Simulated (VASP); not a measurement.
# TaN (I4/mmm) in VASP: a series of runs, part 2 of 2

VASP 6.6.1. Earlier steps stand in the parts before.

### Step 3. Single point, PBE (strain +0.025 along x and y, +0.000 along z)

INCAR

```
SYSTEM = TaN
ALGO     = Normal         ! electronic algorithm
EDIFF    = 1E-6           ! SCF threshold, eV
ENCUT    = 520            ! plane-wave cutoff, eV
GGA      = PE             ! functional
ISIF     = 2              ! what is computed and relaxed
ISMEAR   = 0              ! smearing method
LASPH    = .TRUE.         ! aspherical terms in the spheres
LCHARG   = .TRUE.         ! write CHGCAR
LELF     = .TRUE.         ! ELF
LREAL    = .FALSE.        ! projectors in reciprocal space
LVHAR    = .TRUE.       
LWAVE    = .FALSE.        ! write WAVECAR
NBANDS   = 15             ! bands
NELM     = 60             ! most SCF steps
PREC     = Accurate       ! precision mode
SIGMA    = 0.15           ! smearing width, eV
```

KPOINTS

```
k-points
0
G
  18 18 18
  0 0 0
```

POSCAR

```
TaN
1.0
    0.0000000000      2.2334750000      2.1790000000
    2.2334750000      0.0000000000      2.1790000000
    2.2334750000      2.2334750000      0.0000000000
Ta N
1 1
Direct
    0.5000000000      0.5000000000      0.5000000000
    0.0000000000      0.0000000000      0.0000000000
```

Potentials or basis: VASP PAW PBE potentials, release 64 (Ta_pv, N).

The run is started by

```bash
> cat potpaw_PBE.64/Ta_pv/POTCAR potpaw_PBE.64/N/POTCAR > POTCAR
> mpirun -np 1 vasp_std > vasp.out
```

OUTCAR:

```text
SYSTEM = TaN
   EDIFF = 1E-6
   ENCUT = 520
   GGA = PE
   ISIF = 2
   ISMEAR = 0
   LASPH = .TRUE.
   LREAL = .FALSE.
   NELM = 60
   PREC = Accurate

 ion  position               nearest neighbor table
   1  0.500  0.500  0.500-   2 2.18   2 2.18   2 2.23   2 2.23   2 2.23   2 2.23
   2  0.000  0.000  0.000-   1 2.18   1 2.18   1 2.23   1 2.23   1 2.23   1 2.23

  LATTYP: Found a body centered tetragonal cell.
 ALAT       =     3.1586106362
 C/A-ratio  =     1.3797205487

  Lattice vectors:

 A1 = (   0.0000000000,  -2.2334750000,  -2.1790000000)
 A2 = (   0.0000000000,   2.2334750000,  -2.1790000000)
 A3 = (   2.2334750000,   0.0000000000,   2.1790000000)

Analysis of symmetry for initial positions (statically):
=====================================================================
 Subroutine PRICEL returns:
 Original cell was already a primitive cell.

 Routine SETGRP: Setting up the symmetry group for a
 body centered tetragonal supercell.

 Subroutine GETGRP returns: Found 16 space group operations
 (whereof 16 operations were pure point group operations)
 out of a pool of 16 trial point group operations.

The static configuration has the point symmetry D_4h.

Analysis of symmetry for dynamics (positions and initial velocities):
=====================================================================
 Subroutine PRICEL returns:
 Original cell was already a primitive cell.

 Routine SETGRP: Setting up the symmetry group for a
 body centered tetragonal supercell.

 Subroutine GETGRP returns: Found 16 space group operations
 (whereof 16 operations were pure point group operations)
 out of a pool of 16 trial point group operations.

The dynamic configuration has the point symmetry D_4h.

 Subroutine INISYM returns: Found 16 space group operations
 (whereof 16 operations are pure point group operations),
 and found     1 'primitive' translations

----------------------------------------------------------------------------------------

                                     Primitive cell

[... 121 lines left out ...]
 non-spin polarized calculation
 Gauss-broadening in eV      SIGMA  =   0.15
  energy-cutoff  :      520.00
  volume of cell :       21.74
 maximum number of plane-waves:       597
   NGX = 11   NGY = 11   NGZ = 11

 number of electron      16.0000003 magnetization

 Free energy of the ion-electron system (eV)
  ---------------------------------------------------
  ext. energy  EPLUGINS =         0.00000000
  ---------------------------------------------------
  free energy    TOTEN  =       -21.81633313 eV

  energy without entropy =      -21.80672690  energy(sigma->0) =      -21.81153002

 E-fermi :   9.3033     XC(G=0): -13.3143

 val. band max:        9.3015987555   @ k =   0.2222   0.1111   0.0000
 cond. band min:       9.3123821324   @ k =  -0.3333   0.2778   0.0000
 fundamental gap:      0.0107833769
 Fermi energy:         9.3033128379

 k-point     1 :       0.0000    0.0000    0.0000
  band No.  band energies     occupation
      1     -26.5269      2.00000
      2     -26.5269      2.00000
      3     -26.5095      2.00000
      4      -9.3877      2.00000
      5       5.4985      2.00000
      6       5.4985      2.00000
      7       5.6019      2.00000
      8       7.1603      2.00000
      9       7.1603      2.00000
     10       7.4447      2.00000
     11       9.1867      1.72837
     12       9.3550      0.62611
     13      10.8105      0.00000
     14      18.6999      0.00000
[... 401 lines left out ...]
      2     -26.5722      2.00000
      3     -26.5610      2.00000
      4      -8.1925      2.00000
      5       1.8237      2.00000
      6       3.0366      2.00000
      7       3.5031      2.00000
      8       8.3233      2.00000
      9       8.4806      2.00000
     10       9.4595      0.14088
     11      12.4730      0.00000
     12      13.2767      0.00000
     13      13.4785      0.00000
     14      21.5440      0.00000
     15      21.6510      0.00000

 [... further k-points ...]

------------------------ aborting loop because EDIFF is reached ----------------------------------------

  FORCE on cell =-STRESS in cart. coord.  units (eV):
  Direction    XX          YY          ZZ          XY          YZ          ZX
  --------------------------------------------------------------------------------------
  -------------------------------------------------------------------------------------
  Total       -0.8624663     -0.8624663      1.0410897      0.0000000      0.0000000     -0.0000000
  in kB      -63.5628392    -63.5628392     76.7271932      0.0000000      0.0000000     -0.0000000
  external PRESSURE =     -16.7994951 kB  Pullay stress =       0.0000000 kB

 VOLUME and BASIS-vectors are now :
 -----------------------------------------------------------------------------
  energy-cutoff  :      520.00
  volume of cell :       21.74
      direct lattice vectors                 reciprocal lattice vectors
     0.000000000  2.233475000  2.179000000    -0.223866397  0.223866397  0.229463056
     2.233475000  0.000000000  2.179000000     0.223866397 -0.223866397  0.229463056
     2.233475000  2.233475000  0.000000000     0.223866397  0.223866397 -0.229463056

 POSITION                                       TOTAL-FORCE (eV/Angst)
 -----------------------------------------------------------------------------------
      2.23347      2.23347      2.17900         0.000000      0.000000      0.000000
      0.00000      0.00000      0.00000         0.000000      0.000000      0.000000
 -----------------------------------------------------------------------------------
    total drift:                                0.000000     -0.000000     -0.000000

  FREE ENERGIE OF THE ION-ELECTRON SYSTEM (eV)
  ---------------------------------------------------
  free  energy   TOTEN  =       -21.8163331320 eV

  energy  without entropy=      -21.8067269037  energy(sigma->0) =      -21.81153002
```

OSZICAR:

```text
N       E                     dE             d eps       ncg     rms          rms(c)
DAV:   1     0.884611208502E+02    0.88461E+02   -0.87984E+03 14416   0.112E+03
DAV:   2    -0.220443546650E+02   -0.11051E+03   -0.10408E+03 17830   0.300E+02
DAV:   3    -0.248380394461E+02   -0.27937E+01   -0.27745E+01 15940   0.444E+01
DAV:   4    -0.248492553607E+02   -0.11216E-01   -0.11213E-01 18966   0.302E+00
DAV:   5    -0.248493316300E+02   -0.76269E-04   -0.76268E-04 16122   0.221E-01    0.231E+01
DAV:   6    -0.219194070192E+02    0.29299E+01   -0.55951E+00 17588   0.263E+01    0.949E+00
DAV:   7    -0.218513187600E+02    0.68088E-01   -0.55861E-01 15919   0.615E+00    0.668E+00
DAV:   8    -0.218234202675E+02    0.27898E-01   -0.15477E-01 17081   0.338E+00    0.165E+00
DAV:   9    -0.218163942732E+02    0.70260E-02   -0.19194E-02 16668   0.115E+00    0.319E-01
DAV:  10    -0.218163661823E+02    0.28091E-04   -0.13146E-03 17172   0.371E-01    0.583E-02
DAV:  11    -0.218163329312E+02    0.33251E-04   -0.61763E-05 16473   0.924E-02    0.167E-02
DAV:  12    -0.218163331320E+02   -0.20078E-06   -0.55346E-06 17095   0.227E-02
   1 F= -.21816333E+02 E0= -.21811530E+02  d E =-.960623E-02
```

Run time: 2.6 min. Hardware: 1 thread of AMD EPYC 7R13 (Zen 3), shared host; peak memory 0.24 GiB.

What came out:

```
Free energy            : -21.8163 eV
Pressure               : -1.7 GPa
Band gap on the k mesh : zero (band 8 reaches 11.02 eV, above the bottom of band 9 at 7.16 eV)
```

Caveat: the cell differs from its parent crystal (strain +0.025 along x and y, +0.000 along z); spin-orbit coupling is left out, which moves the levels of the heavy elements.

### Step 4. Single point, PBE (strain +0.025 along x and y, +0.050 along z)

INCAR

```
SYSTEM = TaN
PREC = Accurate ; ENCUT = 520
EDIFF = 1E-6 ; ISMEAR = 0
SIGMA = 0.15 ; LREAL = .FALSE.
LASPH = .TRUE. ; NELM = 60
ALGO = Normal ; ISIF = 2
LWAVE = .FALSE. ; LCHARG = .FALSE.
GGA = PE ; NBANDS = 15
```

KPOINTS

```
Automatic mesh
0
G
  18 18 18
  0 0 0
```

POSCAR

```
TaN
1.0
    0.0000000000      2.2334750000      2.2879500000
    2.2334750000      0.0000000000      2.2879500000
    2.2334750000      2.2334750000      0.0000000000
Ta N
1 1
Direct
    0.5000000000      0.5000000000      0.5000000000
    0.0000000000      0.0000000000      0.0000000000
```

The run is started by

```bash
> cat potpaw_PBE.64/Ta_pv/POTCAR potpaw_PBE.64/N/POTCAR > POTCAR
> mpirun -np 1 vasp_std > vasp.out
```

Wall time 1.8 min (1 thread of AMD EPYC 7R13 (Zen 3), shared host); peak memory 0.25 GiB.

It converged, with:

| Item | Value |
| --- | --- |
| Free energy | -21.7574 eV |
| Pressure | -15.7 GPa |
| Band gap on the k mesh | zero (band 8 reaches 10.37 eV, above the bottom of band 9 at 6.93 eV) |

Stress tensor (GPa, compression positive):
```
-12.73   0.00   0.00
  0.00 -12.73   0.00
  0.00   0.00 -21.74
```

Levels at points of the mesh, in eV from the Fermi level:
| k point | band 6 | band 7 | band 8 | band 9 | band 10 | band 11 |
| --- | --- | --- | --- | --- | --- | --- |
| (0.00, 0.00, 0.00) | -3.60 | -3.60 | -2.10 | -1.83 | -1.83 | -0.25 |
| (0.50, 0.00, 0.00) | -7.08 | -7.08 | 1.61 | 1.72 | 1.84 | 3.59 |
| (0.50, 0.50, 0.00) | -4.97 | -4.39 | -4.39 | 1.89 | 3.14 | 3.14 |
| (0.50, 0.00, 0.50) | -5.01 | -4.52 | -4.47 | 1.86 | 3.01 | 3.31 |

Caveat: the cell differs from its parent crystal (strain +0.025 along x and y, +0.050 along z); spin-orbit coupling is left out, which moves the levels of the heavy elements.

### Step 5. Single point, PBE (strain +0.050 along x and y, +0.025 along z)

INCAR

```
SYSTEM = TaN
  PREC = Accurate
  ENCUT = 520
  EDIFF = 1E-6
  ISMEAR = 0
  SIGMA = 0.15
  LREAL = .False.
  LASPH = .True.
  NELM = 100
  ALGO = Normal
  ISIF = 2
  LWAVE = .False.
  LCHARG = .False.
  GGA = PE
  NBANDS = 15
```

KPOINTS

```
regular mesh
0
Gamma
  18 18 18
  0 0 0
```

POSCAR

```
TaN
1.0
    0.0000000000      2.2879500000      2.2334750000
    2.2879500000      0.0000000000      2.2334750000
    2.2879500000      2.2879500000      0.0000000000
Ta N
1 1
Direct
    0.5000000000      0.5000000000      0.5000000000
    0.0000000000      0.0000000000      0.0000000000
```

The run is started by

```bash
> cat potpaw_PBE.64/Ta_pv/POTCAR potpaw_PBE.64/N/POTCAR > POTCAR
> mpirun -np 1 vasp_std > vasp.out
```

Wall time 1.8 min (1 thread of AMD EPYC 7R13 (Zen 3), shared host); peak memory 0.25 GiB.

The run converged. Its results:

* Free energy: -21.6918 eV
* Pressure: -21.6 GPa
* Band gap on the k mesh: zero (band 8 reaches 10.01 eV, above the bottom of band 9 at 6.55 eV)

Stress tensor (GPa, compression positive):
```
-24.58   0.00   0.00
  0.00 -24.58   0.00
  0.00   0.00 -15.58
```

Levels at points of the mesh, in eV from the Fermi level:
```csv
k point,band 4,band 5,band 6,band 7,band 8,band 9,band 10,band 11,band 12,band 13
"(0.00, 0.00, 0.00)",-18.08,-3.57,-3.57,-3.50,-1.94,-1.94,-1.68,-0.11,-0.03,0.99
"(0.50, 0.00, 0.00)",-15.58,-9.60,-6.91,-6.91,1.52,1.71,1.74,3.52,6.32,6.81
"(0.50, 0.50, 0.00)",-16.86,-6.26,-4.87,-4.47,-4.47,1.84,3.04,3.04,3.63,5.92
"(0.50, 0.00, 0.50)",-16.89,-6.47,-4.82,-4.38,-4.33,1.78,2.89,3.16,3.63,5.76
```

Caveat: the cell differs from its parent crystal (strain +0.050 along x and y, +0.025 along z); spin-orbit coupling is left out, which moves the levels of the heavy elements.

### Step 6. Single point, PBE (strain -0.050 along x and y, +0.000 along z)

INCAR

```
SYSTEM = TaN
PREC = Accurate
ENCUT = 520
EDIFF = 1E-7
ISMEAR = 0
SIGMA = 0.15
LREAL = .False.
LASPH = .True.
NELM = 100
ALGO = Normal
ISIF = 2
LWAVE = .False.
LCHARG = .False.
GGA = PE
NBANDS = 15
```

KPOINTS

```
Automatic mesh
0
Gamma
  18 18 18
  0 0 0
```

POSCAR

```
TaN
1.0
    0.0000000000      2.0700500000      2.1790000000
    2.0700500000      0.0000000000      2.1790000000
    2.0700500000      2.0700500000      0.0000000000
Ta N
1 1
Direct
    0.5000000000      0.5000000000      0.5000000000
    0.0000000000      0.0000000000      0.0000000000
```

Potentials or basis: VASP PAW PBE potentials, release 64 (Ta_pv, N).

The run is started by

```bash
> cat potpaw_PBE.64/Ta_pv/POTCAR potpaw_PBE.64/N/POTCAR > POTCAR
> mpirun -np 1 vasp_std > vasp.out
```

Run time: 1.7 min. Hardware: 1 thread of AMD EPYC 7R13 (Zen 3), shared host; peak memory 0.23 GiB.

The run converged. Its results:

```yaml
Free_energy: -21.1934 eV
Pressure: 69.4 GPa
Band_gap_on_the_k_mesh: zero (band 8 reaches 13.24 eV, above the bottom of band 9 at 8.70 eV)
```

Stress tensor (GPa, compression positive):
```
86.24  0.00  0.00
 0.00 86.24  0.00
 0.00  0.00 35.70
```

Levels at points of the mesh, in eV from the Fermi level:
```
           k point  band 6  band 7  band 8  band 9  band 10  band 11
(0.00, 0.00, 0.00)   -4.09   -4.09   -2.97   -2.23    -2.23    -0.68
(0.50, 0.00, 0.00)   -8.64   -8.58    2.16    2.38     2.70     4.24
(0.50, 0.50, 0.00)   -6.36   -4.72   -4.72    2.56     4.32     4.32
(0.50, 0.00, 0.50)   -6.44   -5.18   -4.82    2.43     3.88     4.78
```

Caveat: the cell differs from its parent crystal (strain -0.050 along x and y, +0.000 along z); spin-orbit coupling is left out, which moves the levels of the heavy elements.

### Step 7. Overview

```csv
cell,gap on the mesh (eV),pressure (GPa)
"a = 3.160, b = 3.160, c = 3.082 Å, angles 60.8, 60.8, 58.4°, 2 atoms",none,0.0
"a = 3.120, b = 3.120, c = 3.159 Å, angles 59.6, 59.6, 60.8°, 2 atoms",none,-1.7
"a = 3.197, b = 3.197, c = 3.159 Å, angles 60.4, 60.4, 59.2°, 2 atoms",none,-15.7
"a = 3.197, b = 3.197, c = 3.236 Å, angles 59.6, 59.6, 60.8°, 2 atoms",none,-21.6
"a = 3.006, b = 3.006, c = 2.927 Å, angles 60.9, 60.9, 58.3°, 2 atoms",none,69.4
```

Alike in all rows: task single point; level PBE; potentials or basis VASP PAW PBE potentials, release 64 (Ta_pv, N); no spin polarisation; k mesh 18 × 18 × 18; cutoff (eV) 520; smearing gaussian 0.15 eV.

Caveats: spin-orbit coupling is left out, which moves the levels of the heavy elements.

Total energies depend on the potentials used, so only differences within one code and one set of settings carry meaning.
